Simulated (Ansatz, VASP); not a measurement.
# PbS in VASP and in Ansatz

File INCAR:

```
PREC = Accurate
ENCUT = 400
EDIFF = 1E-8
ISMEAR = -1
SIGMA = 0.01
LREAL = F
LASPH = T
NELM = 120
ALGO = Normal
ISIF = 2
LWAVE = F
LCHARG = F
GGA = PE
LEFG = T
NBANDS = 28
GGA_COMPAT = F
```

Contents of KPOINTS:

```
regular mesh
0
Gamma
  7 7 3
```

File POSCAR:

```
PbS
1.0
    2.9207645060     -2.8805363263      0.0000000000
    2.9207645060      2.8805363263      0.0000000000
   -1.0728011239      0.0000000000     11.6307017932
Pb S
2 2
Direct
    0.7756000000      0.7756000000      0.6363800000
    0.2244000000      0.2244000000      0.3636200000
    0.2684000000      0.2684000000      0.5986000000
    0.7316000000      0.7316000000      0.4014000000
```

Input for Ansatz:

```yaml
crystal:
  lattice:
    - [2.920764506, -2.8805363263, 0.0]
    - [2.920764506, 2.8805363263, 0.0]
    - [-1.0728011239, 0.0, 11.6307017932]
  atoms:
    - { symbol: Pb, position: [0.7756, 0.7756, 0.63638] }
    - { symbol: Pb, position: [0.2244, 0.2244, 0.36362] }
    - { symbol: S, position: [0.2684, 0.2684, 0.5986] }
    - { symbol: S, position: [0.7316, 0.7316, 0.4014] }
kpoints:
  mp_grid: { grid: [7, 7, 3] }
scf:
  occupations: { method: fermi_dirac, width: 0.01 }
hamiltonian:
  xc: pbe
  pseudopotentials: { kind: all_electron, datasets: crystal }
output:
  forces: true
  stress: true
  eigenvalues: true
  efg: { contact_densities: true }
```

Change from the starting cell: volume scaled by 0.98, crystal datasets.

Alike in both runs: task electric field gradients; functional PBE; k mesh 7 × 7 × 3; occupations fermi-dirac, width 0.01 eV; no spin polarisation.

```csv
,VASP,Ansatz
version,VASP 6.6.1,Ansatz 0.2.0
potentials or method,"VASP PAW PBE potentials, release 64 (Pb_d, S), cutoff 400 eV","all-electron PAW with datasets made for the crystal, scalar-relativistic"
```

```tsv
	VASP	Ansatz	Ansatz less VASP
gap on the k mesh at the Fermi level (eV)	1.24	1.24	+0.004
rms of the force components (eV/Å)	0.109	0.107	-0.0021
size of Vzz on the site where it differs most (V/Å²)	137.0	129.6	-7.38
```

Atom by atom the forces differ by 0.002 eV/Å (rms over components). Ansatz ran all-electron here, and VASP with PAW potentials.

Neither program's run includes spin-orbit coupling.
